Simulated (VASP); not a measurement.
# SrCl2 (Fm-3m) in VASP: a series of runs, part 2 of 2

VASP 6.6.1. The steps go on from the part before.

**4. Single point, r2SCAN+rVV10**

The input, POSCAR:

```
SrCl2
1.0
    0.0000000000      3.4977180853      3.4977180853
    3.4977180853      0.0000000000      3.4977180853
    3.4977180853      3.4977180853      0.0000000000
Sr Cl
1 2
Direct
    0.0000000000      0.0000000000      0.0000000000
    0.2500000000      0.2500000000      0.2500000000
    0.7500000000      0.7500000000      0.7500000000
```

The input, INCAR.step1:

```
SYSTEM = SrCl2
ALGO     = Normal         ! electronic algorithm
EDIFF    = 1E-4           ! SCF threshold, eV
ENCUT    = 520            ! plane-wave cutoff, eV
GGA      = PE             ! functional
ISMEAR   = 0              ! smearing method
LASPH    = .True.         ! aspherical terms in the spheres
LCHARG   = .False.        ! write CHGCAR
LREAL    = .False.        ! projectors in reciprocal space
LWAVE    = .True.         ! write WAVECAR
NBANDS   = 19             ! bands
NELM     = 60             ! most SCF steps
PREC     = Accurate       ! precision mode
SIGMA    = 0.01           ! smearing width, eV
```

The input, INCAR.step2:

```
SYSTEM = SrCl2
ALGO     = Normal         ! electronic algorithm
BPARAM   = 11.95        
CPARAM   = 0.0093       
EDIFF    = 1E-6           ! SCF threshold, eV
ENCUT    = 520            ! plane-wave cutoff, eV
ISIF     = 2              ! what is computed and relaxed
ISMEAR   = 0              ! smearing method
ISTART   = 1            
IVDW_NL  = 2            
LASPH    = .True.         ! aspherical terms in the spheres
LCHARG   = .False.        ! write CHGCAR
LMIXTAU  = .True.       
LREAL    = .False.        ! projectors in reciprocal space
LUSE_VDW = .True.       
LWAVE    = .False.        ! write WAVECAR
METAGGA  = R2SCAN         ! meta-GGA
NBANDS   = 19             ! bands
NELM     = 60             ! most SCF steps
PREC     = Accurate       ! precision mode
SIGMA    = 0.01           ! smearing width, eV
```

The input, KPOINTS:

```
k-points
0
Gamma
  4 4 4
  0 0 0
```

Potentials or basis: VASP PAW PBE potentials, release 64 (Sr_sv, Cl).

Started as:

```console
$ cat potpaw_PBE.64/Sr_sv/POTCAR potpaw_PBE.64/Cl/POTCAR > POTCAR
$ cp INCAR.step1 INCAR
$ mpirun -np 1 vasp_std > vasp.out
$ cp INCAR.step2 INCAR
$ mpirun -np 1 vasp_std > vasp.out
```

OUTCAR:

```text
SYSTEM = SrCl2
   BPARAM = 11.95
   EDIFF = 1E-6
   ENCUT = 520
   ISIF = 2
   ISMEAR = 0
   ISTART = 1
   IVDW_NL = 2
   LASPH = .True.
   LREAL = .False.
   METAGGA = R2SCAN
   NELM = 60
   PREC = Accurate

 ion  position               nearest neighbor table
   1  0.000  0.000  0.000-   3 3.03   3 3.03   3 3.03   2 3.03   2 3.03   2 3.03   3 3.03   2 3.03

   2  0.250  0.250  0.250-   1 3.03   1 3.03   1 3.03   1 3.03
   3  0.750  0.750  0.750-   1 3.03   1 3.03   1 3.03   1 3.03

  LATTYP: Found a face centered cubic cell.
 ALAT       =     6.9954361706

  Lattice vectors:

 A1 = (   0.0000000000,   3.4977180853,   3.4977180853)
 A2 = (   3.4977180853,   0.0000000000,   3.4977180853)
 A3 = (   3.4977180853,   3.4977180853,   0.0000000000)

Analysis of symmetry for initial positions (statically):
=====================================================================
 Subroutine PRICEL returns:
 Original cell was already a primitive cell.

 Routine SETGRP: Setting up the symmetry group for a
 face centered cubic supercell.

 Subroutine GETGRP returns: Found 48 space group operations
 (whereof 48 operations were pure point group operations)
 out of a pool of 48 trial point group operations.

The static configuration has the point symmetry O_h .

Analysis of symmetry for dynamics (positions and initial velocities):
=====================================================================
 Subroutine PRICEL returns:
 Original cell was already a primitive cell.

 Routine SETGRP: Setting up the symmetry group for a
 face centered cubic supercell.

 Subroutine GETGRP returns: Found 48 space group operations
 (whereof 48 operations were pure point group operations)
 out of a pool of 48 trial point group operations.

The dynamic configuration has the point symmetry O_h .

[... 99 lines left out ...]
   EFERMI_NEDOS =   21; number of points for ismear=-14 and -15
   IALGO  =     38    algorithm
   IMIX   =      4    mixing-type and parameters
     AMIX     =   0.40;   BMIX     =  1.00
     AMIX_MAG =   1.60;   BMIX_MAG =  1.00
  volume/ion in A,a.u.               =      28.53       192.51
  Fermi-wavevector in a.u.,A,eV,Ry     =   1.071562  2.024958 15.622809  1.148244
  Thomas-Fermi vector in A             =   2.207306
   LORBIT       =      0    0 simple, 1 ext, 2 COOP (PROOUT), +10 PAW based schemes
   METAGGA = R2SCAN    functional components
   LHFCALC =     F    Hartree Fock is set to
   AEXX    =    0.0000 exact exchange contribution
   IVDW_NL    =     2    kernel type
   BPARAM     =11.9500
   IVDW    =     0    specifies the selected vdW correction
   LEPSILON=     F    determine dielectric tensor
   LRPA    =     F    only Hartree local field effects (RPA)
 non-spin polarized calculation
 Gauss-broadening in eV      SIGMA  =   0.01
  energy-cutoff  :      520.00
  volume of cell :       85.58
 maximum number of plane-waves:      2332
 NGX is ok and might be reduce to    40
   NGX = 19   NGY = 19   NGZ = 19

 number of electron      24.0000002 magnetization

 Free energy of the ion-electron system (eV)
  ---------------------------------------------------
  ext. energy  EPLUGINS =         0.00000000
  ---------------------------------------------------
  free energy    TOTEN  =       -35.03844499 eV

  energy without entropy =      -35.03844499  energy(sigma->0) =      -35.03844499

 E-fermi :  -0.2017     XC(G=0):  -8.8158

 val. band max:       -0.2805923930   @ k =   0.5000   0.5000   0.0000
 cond. band min:       5.5122092854   @ k =   0.0000   0.0000   0.0000
 fundamental gap:      5.7928016784
 Fermi energy:        -0.2016822980

 k-point     1 :       0.0000    0.0000    0.0000
  band No.  band energies     occupation
      1     -34.2258      2.00000
      2     -15.5970      2.00000
      3     -15.5970      2.00000
      4     -15.5970      2.00000
      5     -14.1484      2.00000
      6     -13.2863      2.00000
[... 153 lines left out ...]
      6     -13.4687      2.00000
[... 11 lines left out ...]
     18       9.9969      0.00000
     19      10.6313      0.00000

------------------------ aborting loop because EDIFF is reached ----------------------------------------

  FORCE on cell =-STRESS in cart. coord.  units (eV):
  Direction    XX          YY          ZZ          XY          YZ          ZX
  --------------------------------------------------------------------------------------
  -------------------------------------------------------------------------------------
  Total       -0.3286226     -0.3286226     -0.3286226      0.0000000      0.0000000      0.0000000
  in kB       -6.1521023     -6.1521023     -6.1521023      0.0000000      0.0000000      0.0000000
  external PRESSURE =      -6.1521023 kB  Pullay stress =       0.0000000 kB

 VOLUME and BASIS-vectors are now :
 -----------------------------------------------------------------------------
  energy-cutoff  :      520.00
  volume of cell :       85.58
      direct lattice vectors                 reciprocal lattice vectors
     0.000000000  3.497718085  3.497718085    -0.142950343  0.142950343  0.142950343
     3.497718085  0.000000000  3.497718085     0.142950343 -0.142950343  0.142950343
     3.497718085  3.497718085  0.000000000     0.142950343  0.142950343 -0.142950343

 POSITION                                       TOTAL-FORCE (eV/Angst)
 -----------------------------------------------------------------------------------
      0.00000      0.00000      0.00000         0.000000      0.000000     -0.000000
      1.74886      1.74886      1.74886        -0.000000     -0.000000     -0.000000
      5.24658      5.24658      5.24658         0.000000      0.000000      0.000000
 -----------------------------------------------------------------------------------
    total drift:                               -0.000000     -0.000000      0.000000

  FREE ENERGIE OF THE ION-ELECTRON SYSTEM (eV)
  ---------------------------------------------------
  free  energy   TOTEN  =       -35.0384449915 eV

  energy  without entropy=      -35.0384449915  energy(sigma->0) =      -35.03844499
```

OSZICAR.step1:

```text
N       E                     dE             d eps       ncg     rms          rms(c)
DAV:   1     0.140311670338E+03    0.14031E+03   -0.11579E+04   304   0.114E+03
DAV:   2    -0.385902935573E+01   -0.14417E+03   -0.13997E+03   387   0.222E+02
DAV:   3    -0.127359019926E+02   -0.88769E+01   -0.88453E+01   378   0.550E+01
DAV:   4    -0.130634305183E+02   -0.32753E+00   -0.32719E+00   536   0.877E+00
DAV:   5    -0.130658692183E+02   -0.24387E-02   -0.24386E-02   402   0.786E-01    0.127E+01
DAV:   6    -0.127680842648E+02    0.29778E+00   -0.59662E-01   340   0.431E+00    0.816E+00
DAV:   7    -0.127776585562E+02   -0.95743E-02   -0.36202E-01   401   0.360E+00    0.215E+00
DAV:   8    -0.127840064269E+02   -0.63479E-02   -0.54378E-02   347   0.129E+00    0.413E-01
DAV:   9    -0.127849400772E+02   -0.93365E-03   -0.20144E-03   370   0.266E-01    0.149E-01
DAV:  10    -0.127863270231E+02   -0.13869E-02   -0.99628E-04   328   0.184E-01    0.368E-02
DAV:  11    -0.127864174305E+02   -0.90407E-04   -0.56071E-05   326   0.434E-02
   1 F= -.12786417E+02 E0= -.12786417E+02  d E =-.210498E-16
```

It took 3 min on 1 thread of Intel Xeon Platinum 8259CL at 2.50GHz (Skylake/Cascade Lake), shared host; peak memory 0.49 GiB.

Results:

```yaml
Free_energy: -35.0384 eV
Pressure: -0.6 GPa
Band_gap_on_the_k_mesh: 5.79 eV (least direct gap 5.89 eV)
```

Levels at points of the mesh, in eV from the valence-band top:
```
           k point  band 10  band 11  band 12  band 13  band 14  band 15
(0.00, 0.00, 0.00)    -0.35    -0.35    -0.35     5.79     6.65     6.65
(0.50, 0.00, 0.00)    -1.35    -1.06    -1.06     7.24     7.24     8.03
(0.50, 0.50, 0.00)    -0.40    -0.40     0.00     5.89     7.75     8.17
```

Caveat: the PAW data sets were made with another functional, which shifts forces and pressure a little.

**5. Single point, r2SCAN**

POSCAR is that of step 4.

The input, INCAR.step1:

```
  ALGO = Normal
  EDIFF = 1E-4
  ENCUT = 520
  GGA = PE
  ISMEAR = 1
  LASPH = True
  LCHARG = False
  LREAL = False
  LWAVE = True
  NBANDS = 19
  NELM = 60
  PREC = Accurate
  SIGMA = 0.2
```

The input, INCAR.step2:

```
  ALGO = Normal
  EDIFF = 1E-7
  ENCUT = 520
  ISIF = 2
  ISMEAR = 1
  ISTART = 1
  LASPH = True
  LCHARG = False
  LMIXTAU = True
  LREAL = False
  LWAVE = False
  METAGGA = R2SCAN
  NBANDS = 19
  NELM = 60
  PREC = Accurate
  SIGMA = 0.2
```

The input, KPOINTS:

```
k-points
0
Gamma
  4 4 4
```

Started as:

```console
$ cat potpaw_PBE.64/Sr_sv/POTCAR potpaw_PBE.64/Cl/POTCAR > POTCAR
$ cp INCAR.step1 INCAR
$ mpirun -np 1 vasp_std > vasp.out
$ cp INCAR.step2 INCAR
$ mpirun -np 1 vasp_std > vasp.out
```

Wall time 79 s (1 thread of Intel Xeon Platinum 8259CL at 2.50GHz (Skylake/Cascade Lake), shared host); peak memory 0.25 GiB.

It converged, with:

```yaml
Free_energy: -35.6954 eV
Pressure: 0.0 GPa
Band_gap_on_the_k_mesh: 5.94 eV (least direct gap 5.99 eV)
```

Levels at points of the mesh, in eV from the valence-band top:
```
           k point  band 10  band 11  band 12  band 13  band 14  band 15
(0.00, 0.00, 0.00)    -0.35    -0.35    -0.35     5.94     6.69     6.69
(0.50, 0.00, 0.00)    -1.33    -1.06    -1.06     7.29     7.29     8.22
(0.50, 0.50, 0.00)    -0.39    -0.39     0.00     5.99     7.77     8.20
```

Caveat: the PAW data sets were made with another functional, which shifts forces and pressure a little.

**6. The runs side by side**

| level | smearing | gap on the mesh (eV) | pressure (GPa) |
| --- | --- | --- | --- |
| r2SCAN | gaussian 0.2 eV | 5.94 | 0.0 |
| r2SCAN | methfessel-paxton 0.05 eV | 5.94 | 0.0 |
| r2SCAN+rVV10 | gaussian 0.01 eV | 5.79 | -0.6 |
| r2SCAN | methfessel-paxton 0.2 eV | 5.94 | 0.0 |

Alike in all rows: task single point; potentials or basis VASP PAW PBE potentials, release 64 (Sr_sv, Cl); no spin polarisation; cell as given; k mesh 4 × 4 × 4; cutoff (eV) 520.

On the cell as given the gap runs from 5.79 eV (r2SCAN+rVV10) to 5.94 eV (r2SCAN). The pressure there spans -0.6 GPa (r2SCAN+rVV10) to 0.0 GPa (r2SCAN); a positive pressure means that this level wants a larger cell, a negative one a smaller.

Caveats: the PAW data sets were made with another functional, which shifts forces and pressure a little.

Total energies depend on the potentials used, so only differences within one code and one set of settings carry meaning.
